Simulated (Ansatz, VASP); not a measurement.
One calculation of KCl, two programs

```xyz
2
Lattice="0.0000 3.2082 3.2082 3.2082 0.0000 3.2082 3.2082 3.2082 0.0000" Properties=species:S:1:pos:R:3 pbc="T T T"
K     0.0000    0.0000    0.0000
Cl    3.2082    3.2082    3.2082
```

Alike in both runs: task single point; functional PBEsol; k mesh 5 × 5 × 5; no spin polarisation.

|  | VASP | Ansatz |
| --- | --- | --- |
| version | VASP 6.6.1 | Ansatz 0.2.0 |
| potentials or method | VASP PAW PBE potentials, release 64 (K_sv, Cl), cutoff 520 eV | plane waves, PAW |
| occupations | gaussian, width 0.01 eV | fixed |
| valence electrons in the cell | 16 | 16 |

```csv
,VASP,Ansatz,Ansatz less VASP
pressure (GPa),-1.2,-1.2,-0.02
```

VASP's potentials were made for PBE, not for PBEsol.
